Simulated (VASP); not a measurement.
Here is a VASP 6.6.1 calculation.

Contents of INCAR:

```
SYSTEM = ZnS
PREC     = Accurate       ! precision mode
ENCUT    = 520            ! plane-wave cutoff, eV
EDIFF    = 1E-6           ! SCF threshold, eV
ISMEAR   = 0              ! smearing method
SIGMA    = 0.05           ! smearing width, eV
LREAL    = .FALSE.        ! projectors in reciprocal space
LASPH    = .TRUE.         ! aspherical terms in the spheres
NELM     = 60             ! most SCF steps
ALGO     = Normal         ! electronic algorithm
ISIF     = 2              ! what is computed and relaxed
LWAVE    = .FALSE.        ! write WAVECAR
LCHARG   = .FALSE.        ! write CHGCAR
GGA      = PS             ! functional
NBANDS   = 26             ! bands
```

KPOINTS

```
regular mesh
0
G
  9 9 6
  0 0 0
```

File POSCAR:

```
ZnS
1.0
    3.8287145906      0.0000000000      0.0000000000
   -1.9143572953      3.3157640993      0.0000000000
    0.0000000000      0.0000000000      6.2863235863
Zn S
2 2
Direct
    0.3217290192      0.6666666667      0.0054424479
    0.6782709808      0.3333333333      0.5054424479
    0.3050372832      0.6666666667      0.3795575521
    0.6949627168      0.3333333333      0.8795575521
```

Potentials or basis: VASP PAW PBE potentials, release 64 (Zn, S).

Command:

```bash
$ cat potpaw_PBE.64/Zn/POTCAR potpaw_PBE.64/S/POTCAR > POTCAR
$ mpirun -np 1 vasp_std > vasp.out
```

Question: Predict the pressure.

Answer: -1.6 GPa.

Question: Predict the band gap on the k mesh.

Answer: 1.96 eV.

Stress tensor (GPa, compression positive):
```
-0.90  3.19  0.00
 3.19 -1.89  0.00
 0.00  0.00 -2.11
```

Caveat: the cell differs from its parent crystal (atoms displaced along a vibrational mode, the cell strained); the PAW data sets were made with another functional, which shifts forces and pressure a little.
